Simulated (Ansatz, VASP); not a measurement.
# One calculation of FeNi2, two programs

```
Fe Ni
1.0
     0.00000    2.70676    2.70676
     2.70676    0.00000    2.70676
     2.70676    2.70676    0.00000
Fe Ni
1 2
Direct
  0.00000 0.00000 0.00000
  0.25000 0.25000 0.25000
  0.75000 0.75000 0.75000
```

Alike in both runs: functional PBE; k mesh 6 × 6 × 6; occupations gaussian, width 0.1 eV; collinear spin.

Ansatz relaxed the structure, and its values are those at the end. VASP's run is a single point on that final structure, the one shown.

|  | VASP | Ansatz |
| --- | --- | --- |
| version | VASP 6.6.1 | Ansatz 0.2.0 |
| potentials or method | VASP PAW PBE potentials, release 64 (Fe, Ni), cutoff 520 eV | scalar-relativistic, plane waves, PAW |
| valence electrons in the cell | 28 | 52 |

Ansatz gave:

```
gap on the k mesh at the Fermi level (eV)                     : none
pressure (GPa)                                                : 0.0
net moment per atom (μB)                                      : 1.36
size of the moment on the site where the two differ most (μB) : 0.76
```

Question: Estimate VASP's values.

Answer: gap on the k mesh at the Fermi level (eV): none; pressure (GPa): 0.1; net moment per atom (μB): 1.36; size of the moment on the site where the two differ most (μB): 0.70.

Site moments also hang on the region over which each program counts them. A gap of «none» marks a metal or a gap that the smearing closes. VASP's potentials hold 28 valence electrons a cell and Ansatz's 52, so a difference there can come from the potentials and not from the codes.
